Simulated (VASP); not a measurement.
# BeTe (P4/nmm) in VASP: further runs, part 2 of 2

VASP 6.6.1.

## Step 4: Relaxation of cell and atoms, PBE

INCAR

```
PREC     = Accurate       # precision mode
ENCUT    = 600            # plane-wave cutoff, eV
EDIFF    = 1E-6           # SCF threshold, eV
ISMEAR   = 0              # smearing method
SIGMA    = 0.1            # smearing width, eV
LREAL    = F              # projectors in reciprocal space
LASPH    = T              # aspherical terms in the spheres
NELM     = 60             # most SCF steps
ALGO     = Normal         # electronic algorithm
ISIF     = 3              # what is computed and relaxed
LWAVE    = F              # write WAVECAR
LCHARG   = F              # write CHGCAR
GGA      = PE             # functional
IBRION   = 2              # ionic algorithm
NSW      = 90             # ionic steps
EDIFFG   = -0.04          # ionic threshold
```

KPOINTS

```
Automatic mesh
0
Gamma
  4 4 4
```

POSCAR

```
BeTe
1.0
    4.3842144300      0.0000000000      0.0000000000
    0.0000000000      4.3842144300      0.0000000000
    0.0000000000      0.0000000000      4.3397495900
Be Te
2 2
Direct
    0.0000000000      0.0000000000      0.5000000000
    0.5000000000      0.5000000000      0.5000000000
    0.5000000000      0.0000000000      0.8971372500
    0.0000000000      0.5000000000      0.1028627500
```

Potentials or basis: VASP PAW PBE potentials, release 64 (Be, Te).

Launch:

```bash
$ cat potpaw_PBE.64/Be/POTCAR potpaw_PBE.64/Te/POTCAR > POTCAR
$ mpirun -np 1 vasp_std > vasp.out
```

OUTCAR:

```text
PREC = Accurate
   ENCUT = 600
   EDIFF = 1E-6
   ISMEAR = 0
   LREAL = F
   LASPH = T
   NELM = 60
   ISIF = 3
   GGA = PE
   IBRION = 2
   NSW = 90
   EDIFFG = -0.04

 ion  position               nearest neighbor table
   1  0.000  0.000  0.500-   3 2.79   4 2.79   4 2.79   3 2.79
   2  0.500  0.500  0.500-   3 2.79   4 2.79   3 2.79   4 2.79
   3  0.500  0.000  0.897-   1 2.79   2 2.79   2 2.79   1 2.79   4 3.23   4 3.23   4 3.23   4 3.23

   4  0.000  0.500  0.103-   1 2.79   2 2.79   1 2.79   2 2.79   3 3.23   3 3.23   3 3.23   3 3.23

  LATTYP: Found a simple tetragonal cell.
 ALAT       =     4.3842144300
 C/A-ratio  =     0.9898579687

  Lattice vectors:

 A1 = (   4.3842144300,   0.0000000000,   0.0000000000)
 A2 = (   0.0000000000,   4.3842144300,   0.0000000000)
 A3 = (   0.0000000000,   0.0000000000,   4.3397495900)

Analysis of symmetry for initial positions (statically):
=====================================================================
 Subroutine PRICEL returns:
 Original cell was already a primitive cell.

 Routine SETGRP: Setting up the symmetry group for a
 simple tetragonal supercell.

 Subroutine GETGRP returns: Found 16 space group operations
 (whereof  8 operations were pure point group operations)
 out of a pool of 16 trial point group operations.

The static configuration has the point symmetry D_2d.
 The point group associated with its full space group is D_4h.

Analysis of symmetry for dynamics (positions and initial velocities):
=====================================================================
 Subroutine PRICEL returns:
 Original cell was already a primitive cell.

 Routine SETGRP: Setting up the symmetry group for a
 simple tetragonal supercell.

 Subroutine GETGRP returns: Found 16 space group operations
 (whereof  8 operations were pure point group operations)
 out of a pool of 16 trial point group operations.
[... 117 lines left out ...]
   IMIX   =      4    mixing-type and parameters
     AMIX     =   0.40;   BMIX     =  1.00
     AMIX_MAG =   1.60;   BMIX_MAG =  1.00
  volume/ion in A,a.u.               =      20.85       140.73
  Fermi-wavevector in a.u.,A,eV,Ry     =   0.944131  1.784148 12.127997  0.891383
  Thomas-Fermi vector in A             =   2.071905
   LORBIT       =      0    0 simple, 1 ext, 2 COOP (PROOUT), +10 PAW based schemes
   GGA     = PE    functional components
   LHFCALC =     F    Hartree Fock is set to
   AEXX    =    0.0000 exact exchange contribution
   IVDW    =     0    specifies the selected vdW correction
   LEPSILON=     F    determine dielectric tensor
   LRPA    =     F    only Hartree local field effects (RPA)
 conjugate gradient relaxation of ions
 non-spin polarized calculation
 Gauss-broadening in eV      SIGMA  =   0.10
  energy-cutoff  :      600.00
  volume of cell :       83.42
 maximum number of plane-waves:      2800
 NGX is ok and might be reduce to    36
   NGX = 17   NGY = 17   NGZ = 17

--------------------------------------- Ionic step        1  -------------------------------------------

 number of electron      15.9999999 magnetization

 Free energy of the ion-electron system (eV)
  ---------------------------------------------------
  ext. energy  EPLUGINS =         0.00000000
  ---------------------------------------------------
  free energy    TOTEN  =       -11.94508925 eV

  energy without entropy =      -11.94228034  energy(sigma->0) =      -11.94368479

------------------------ aborting loop because EDIFF is reached ----------------------------------------

  FORCE on cell =-STRESS in cart. coord.  units (eV):
  Direction    XX          YY          ZZ          XY          YZ          ZX
  --------------------------------------------------------------------------------------
  -------------------------------------------------------------------------------------
  Total       -0.2495133     -0.2495133     -3.4495689      0.0000000      0.0000000      0.0000000
  in kB       -4.7924324     -4.7924324    -66.2562978      0.0000000      0.0000000      0.0000000
  external PRESSURE =     -25.2803875 kB  Pullay stress =       0.0000000 kB
[... 640 lines left out ...]
 k-point    18 :       0.5000    0.5000    0.5000
  band No.  band energies     occupation
      1      -6.0509      2.00000
      2      -6.0509      2.00000
      3      -0.6212      2.00000
      4      -0.6212      2.00000
      5       0.8427      2.00000
      6       0.8427      2.00000
      7       1.3739      2.00000
      8       1.3739      2.00000
      9       7.8410      0.00000
     10       7.8410      0.00000
     11       8.7954      0.00000
     12       8.7954      0.00000

[... ionic steps 4 to 24 ...]

--------------------------------------- Ionic step       25  -------------------------------------------

 number of electron      15.9999997 magnetization

------------------------ aborting loop because EDIFF is reached ----------------------------------------
[... 71 lines left out ...]
--------------------------------------- Ionic step       27  -------------------------------------------

 number of electron      15.9999997 magnetization

 Free energy of the ion-electron system (eV)
  ---------------------------------------------------
  ext. energy  EPLUGINS =         0.00000000
  ---------------------------------------------------
  free energy    TOTEN  =       -14.77649121 eV

  energy without entropy =      -14.77649121  energy(sigma->0) =      -14.77649121

 E-fermi :   3.9140     XC(G=0):  -8.1033

 val. band max:        3.4779065311   @ k =   0.0000   0.0000   0.0000
 cond. band min:       5.4939736896   @ k =   0.0000   0.0000   0.0000
 fundamental gap:      2.0160671585
 Fermi energy:         3.9139682424
[... 299 lines left out ...]
  FREE ENERGIE OF THE ION-ELECTRON SYSTEM (eV)
  ---------------------------------------------------
  free  energy   TOTEN  =       -14.7764912113 eV

  energy  without entropy=      -14.7764912113  energy(sigma->0) =      -14.77649121

 reached required accuracy - stopping structural energy minimisation
```

OSZICAR:

```text
N       E                     dE             d eps       ncg     rms          rms(c)
DAV:   1     0.555149494080E+02    0.55515E+02   -0.63117E+03   432   0.120E+03
DAV:   2    -0.696375007437E+01   -0.62479E+02   -0.57314E+02   544   0.157E+02
DAV:   3    -0.118288093631E+02   -0.48651E+01   -0.47492E+01   608   0.530E+01
[... 263 lines left out ...]
DAV:   5    -0.147764850377E+02   -0.40462E-04   -0.31026E-04   496   0.116E-01    0.347E-02
DAV:   6    -0.147764861054E+02   -0.10677E-05   -0.88457E-05   456   0.531E-02    0.116E-02
DAV:   7    -0.147764897971E+02   -0.36917E-05   -0.61595E-06   520   0.170E-02    0.455E-03
DAV:   8    -0.147764912121E+02   -0.14150E-05   -0.70187E-07   296   0.657E-03    0.252E-03
DAV:   9    -0.147764912113E+02    0.83685E-09   -0.79318E-08   216   0.232E-03
  27 F= -.14776491E+02 E0= -.14776491E+02  d E =-.598603E-02
```

It took 9.9 min on 1 thread of Intel Xeon 8259CL, shared host; peak memory 0.23 GiB.

Results:

| Quantity | Value |
| --- | --- |
| Free energy | -14.7765 eV |
| Relaxed volume | 26.67 Å³/atom |
| Relaxed cell | a = 3.931 Å, b = 3.931 Å, c = 6.903 Å, α = 90.00°, β = 90.00°, γ = 90.00° |
| Space group after relaxing (to 0.1 Å) | P4/nmm (No. 129) |
| Energy gained by relaxing | 707.9 meV/atom |
| Ionic steps | 27 |
| Pressure after relaxing | 0.1 GPa |
| Largest force after relaxing | 0.013 eV/Å |
| Band gap on the k mesh | 2.02 eV |

Forces in eV/Å, atoms in the order of the input:
```
Be   0.000  0.000  0.000
Be   0.000  0.000  0.000
Te   0.000  0.000 -0.013
Te   0.000  0.000  0.013
```

The path:
```csv
step,energy change (eV),largest force (eV/Å),pressure (GPa),volume (Å³)
1,0.0000,3.4221,-2.53,83.42
2,-0.9956,2.2643,0.32,79.46
3,-1.2987,0.4173,6.23,75.16
4,-1.3114,0.7038,5.10,75.79
5,-1.6637,0.1632,1.24,82.40
6,-1.8042,0.1233,-0.82,88.84
7,-1.7478,0.5124,-2.47,102.39
8,-1.8111,0.4015,-1.88,95.77
9,-2.1459,0.9168,1.04,94.46
10,-1.8456,3.2484,16.47,85.55
11,-2.2833,2.1571,7.87,90.56
12,-2.3862,2.0064,7.38,91.51
13,-2.6165,1.4054,6.02,94.01
14,-2.5691,0.2424,4.09,97.54
15,-2.6919,0.6951,4.99,95.87
16,-2.6891,0.5615,4.83,96.15
17,-2.7435,0.4503,3.72,97.56
18,-2.8212,0.1429,0.84,101.78
19,-2.8229,0.0946,0.41,102.49
20,-2.8229,0.0858,0.33,102.62
21,-2.8240,0.0491,0.26,102.72
22,-2.8254,0.0617,0.05,103.05
23,-2.8256,0.0608,0.05,103.13
24,-2.8262,0.0585,0.06,103.37
25,-2.8272,0.0531,0.05,103.84
26,-2.8290,0.0412,0.08,104.79
27,-2.8314,0.0135,0.14,106.67
```

Final structure:
```yaml
crystal:
  lattice:
    - [3.93102, 0.00000, 0.00000]
    - [0.00000, 3.93102, 0.00000]
    - [0.00000, 0.00000, 6.90307]
  atoms:
    - { symbol: Be, position: [0.00000, 0.00000, 0.50000] }
    - { symbol: Be, position: [0.50000, 0.50000, 0.50000] }
    - { symbol: Te, position: [0.50000, 0.00000, 0.72095] }
    - { symbol: Te, position: [0.00000, 0.50000, 0.27905] }
```

Levels at points of the mesh, in eV from the valence-band top:
```
           k point  band 6  band 7  band 8  band 9  band 10  band 11
(0.00, 0.00, 0.00)   -0.69    0.00    0.00    2.02     2.22     3.24
(0.50, 0.00, 0.00)   -2.17   -0.99   -0.99    3.35     3.35     4.91
(0.50, 0.50, 0.00)   -3.04   -2.71   -2.71    2.71     2.71     3.17
(0.00, 0.00, 0.50)   -1.91   -0.14   -0.14    2.06     2.32     3.15
(0.50, 0.00, 0.50)   -1.63   -0.99   -0.99    3.19     3.19     3.62
(0.50, 0.50, 0.50)   -3.21   -2.80   -2.80    3.51     3.51     4.32
```

Caveat: the volume moved by over 15 % at a fixed basis, so the end points are rough; spin-orbit coupling is left out, which moves the levels of the heavy elements; this functional lacks dispersion, which binds the layers, so the pressure and a relaxed spacing across them are unreliable. A k mesh can miss the band edges.

## Step 5: Single point, PBE

This run uses another cell than the first one, of 28.41 Å³/atom.

INCAR

```
SYSTEM = BeTe
ALGO = Normal
EDIFF = 1E-6
ENCUT = 520
GGA = PE
ISIF = 2
ISMEAR = 0
LASPH = .True.
LCHARG = .False.
LREAL = .False.
LWAVE = .False.
NBANDS = 16
NELM = 60
PREC = Accurate
SIGMA = 0.02
```

KPOINTS

```
k-points
0
Gamma
  8 8 4
  0 0 0
```

POSCAR

```
BeTe
1.0
    3.9119471612      0.0000000000      0.0000000000
    0.0000000000      3.9119471612      0.0000000000
    0.0000000000      0.0000000000      7.4258007044
Be Te
2 2
Direct
    0.0000000000      0.0000000000      0.5000000000
    0.5000000000      0.5000000000      0.5000000000
    0.5000000000      0.0000000000      0.7061328646
    0.0000000000      0.5000000000      0.2938671354
```

Launch:

```bash
$ cat potpaw_PBE.64/Be/POTCAR potpaw_PBE.64/Te/POTCAR > POTCAR
$ mpirun -np 1 vasp_std > vasp.out
```

Run time: 1.8 min. Hardware: 1 thread of Intel Xeon 8259CL, shared host; peak memory 0.26 GiB.

The run converged. Its results:

```yaml
Free_energy: -14.8675 eV
Pressure: 0.1 GPa
Largest_force: 0.049 eV/Å
Band_gap_on_the_k_mesh: 2.11 eV
```

Forces on the atoms (eV/Å):
```
Be   0.000  0.000  0.000
Be   0.000  0.000  0.000
Te   0.000  0.000  0.049
Te   0.000  0.000 -0.049
```

Stress tensor (GPa, compression positive):
```
0.11 0.00 0.00
0.00 0.11 0.00
0.00 0.00 0.21
```

Levels at points of the mesh, in eV from the valence-band top:
| k point | band 4 | band 5 | band 6 | band 7 | band 8 | band 9 | band 10 | band 11 | band 12 | band 13 |
| --- | --- | --- | --- | --- | --- | --- | --- | --- | --- | --- |
| (0.00, 0.00, 0.00) | -2.54 | -2.54 | -0.97 | 0.00 | 0.00 | 2.11 | 2.30 | 3.25 | 3.54 | 5.13 |
| (0.50, 0.00, 0.00) | -4.99 | -2.06 | -2.06 | -0.94 | -0.94 | 3.43 | 3.43 | 4.79 | 4.79 | 4.92 |
| (0.50, 0.50, 0.00) | -4.83 | -3.10 | -3.10 | -2.74 | -2.74 | 2.86 | 2.86 | 3.37 | 3.37 | 7.52 |
| (0.00, 0.00, 0.50) | -2.52 | -2.52 | -1.75 | -0.06 | -0.06 | 2.12 | 2.33 | 3.21 | 5.01 | 5.38 |
| (0.50, 0.00, 0.50) | -5.08 | -1.78 | -1.78 | -0.94 | -0.94 | 3.31 | 3.31 | 3.64 | 3.64 | 4.87 |
| (0.50, 0.50, 0.50) | -4.80 | -3.18 | -3.18 | -2.78 | -2.78 | 3.32 | 3.32 | 4.06 | 4.06 | 5.85 |

Caveat: spin-orbit coupling is left out, which moves the levels of the heavy elements; this functional lacks dispersion, which binds the layers, so the pressure and a relaxed spacing across them are unreliable.

## Step 6: Relaxation of cell and atoms, PBE

This run uses another cell than the first one, of 27.53 Å³/atom.

INCAR

```
PREC = Accurate ; ENCUT = 600
EDIFF = 1E-6 ; ISMEAR = 0
SIGMA = 0.02 ; LREAL = F
LASPH = T ; NELM = 60
ALGO = Normal ; ISIF = 3
LWAVE = F ; LCHARG = F
GGA = PE ; IBRION = 2
NSW = 100 ; EDIFFG = -0.01
```

KPOINTS

```
Automatic mesh
0
Gamma
  8 8 4
```

POSCAR

```
BeTe
1.0
    3.9351334879      0.0000000000      0.0000000000
    0.0000000000      3.9351334879      0.0000000000
    0.0000000000      0.0000000000      7.1100206399
Be Te
2 2
Direct
    0.0000000000      0.0000000000      0.5000000000
    0.5000000000      0.5000000000      0.5000000000
    0.5000000000      0.0000000000      0.7133675084
    0.0000000000      0.5000000000      0.2866324916
```

Potentials or basis: VASP PAW PBE potentials, release 64 (Be, Te).

Launch:

```bash
$ cat potpaw_PBE.64/Be/POTCAR potpaw_PBE.64/Te/POTCAR > POTCAR
$ mpirun -np 1 vasp_std > vasp.out
```

Run time: 3.2 min. Hardware: 1 thread of Intel Xeon 8259CL, shared host; peak memory 0.29 GiB.

The run converged. Its results:

```yaml
Free_energy: -14.8668 eV
Relaxed_volume: 27.41 Å³/atom
Relaxed_cell: a = 3.913 Å, b = 3.913 Å, c = 7.162 Å, α = 90.00°, β = 90.00°, γ = 90.00°
Space_group_after_relaxing_to_0.1_Å: P4/nmm (No. 129)
Energy_gained_by_relaxing: 0.8 meV/atom
Ionic_steps: 4
Pressure_after_relaxing: 0.0 GPa
Largest_force_after_relaxing: 0.010 eV/Å
Band_gap_on_the_k_mesh: 2.09 eV
```

Forces on the atoms (eV/Å):
```
Be   0.000  0.000  0.000
Be   0.000  0.000  0.000
Te   0.000  0.000 -0.010
Te   0.000  0.000  0.010
```

Step by step:
| step | energy change (eV) | largest force (eV/Å) | pressure (GPa) | volume (Å³) |
| --- | --- | --- | --- | --- |
| 1 | 0.0000 | 0.1173 | 0.04 | 110.10 |
| 2 | -0.0025 | 0.0006 | -0.16 | 110.21 |
| 3 | -0.0026 | 0.0399 | -0.22 | 110.25 |
| 4 | -0.0032 | 0.0095 | 0.03 | 109.63 |

Final structure:
```
CELL_PARAMETERS angstrom
3.91256 0.00000 0.00000
0.00000 3.91256 0.00000
0.00000 0.00000 7.16150
ATOMIC_POSITIONS crystal
Be 0.00000 0.00000 0.50000
Be 0.50000 0.50000 0.50000
Te 0.50000 0.00000 0.71440
Te 0.00000 0.50000 0.28560
```

Levels at points of the mesh, in eV from the valence-band top:
```csv
k point,band 4,band 5,band 6,band 7,band 8,band 9,band 10,band 11,band 12
"(0.00, 0.00, 0.00)",-2.54,-2.54,-0.87,0.00,0.00,2.09,2.27,3.24,3.57
"(0.50, 0.00, 0.00)",-4.98,-2.15,-2.15,-0.95,-0.95,3.42,3.42,4.91,4.91
"(0.50, 0.50, 0.00)",-4.85,-3.10,-3.10,-2.75,-2.75,2.75,2.75,3.23,3.23
"(0.00, 0.00, 0.50)",-2.52,-2.52,-1.87,-0.09,-0.09,2.12,2.33,3.18,5.08
"(0.50, 0.00, 0.50)",-5.11,-1.74,-1.74,-0.94,-0.94,3.25,3.25,3.60,3.60
"(0.50, 0.50, 0.50)",-4.80,-3.21,-3.21,-2.81,-2.81,3.37,3.37,4.14,4.14
```

Caveat: spin-orbit coupling is left out, which moves the levels of the heavy elements; this functional lacks dispersion, which binds the layers, so the pressure and a relaxed spacing across them are unreliable. A k mesh can miss the band edges.

## Step 7: The runs side by side

| task | cell | k mesh | cutoff (eV) | smearing | gap on the mesh (eV) | pressure (GPa) | relaxed volume (Å³/atom) | largest force (eV/Å) |
| --- | --- | --- | --- | --- | --- | --- | --- | --- |
| single point | a = 4.384, b = 4.384, c = 4.340 Å, 4 atoms, atomic positions A | 4 × 4 × 4 | 520 | gaussian 0.1 eV | none | -2.5 | - | 3.42 |
| single point | a = 3.935, b = 3.935, c = 7.110 Å, 4 atoms, atomic positions B | 4 × 4 × 4 | 520 | gaussian 0.1 eV | 2.03 | 0.2 | - | 0.07 |
| relaxation of cell and atoms | relaxed from a = 4.384, b = 4.384, c = 4.340 Å, 4 atoms, atomic positions A | 4 × 4 × 4 | 600 | gaussian 0.1 eV | 2.02 | 0.1 | 26.67 | 0.01 |
| single point | a = 3.912, b = 3.912, c = 7.426 Å, 4 atoms, atomic positions C | 8 × 8 × 4 | 520 | gaussian 0.02 eV | 2.11 | 0.1 | - | 0.05 |
| relaxation of cell and atoms | relaxed from a = 3.935, b = 3.935, c = 7.110 Å, 4 atoms, atomic positions B | 8 × 8 × 4 | 600 | gaussian 0.02 eV | 2.09 | 0.0 | 27.41 | 0.01 |

Alike in all rows: level PBE; potentials or basis VASP PAW PBE potentials, release 64 (Be, Te); no spin polarisation.

Caveats: some runs use coarse meshes; spin-orbit coupling is left out, which moves the levels of the heavy elements; this functional lacks dispersion, which binds the layers, so the pressure and a relaxed spacing across them are unreliable (at least some runs); forces of over 1 eV/Å act on the atoms, so gaps and moduli don't describe the material at rest (at least some runs); the volume moved by over 15 % at a fixed basis, so the end points are rough (at least some runs).

Total energies depend on the potentials used, so only differences within one code and one set of settings carry meaning.
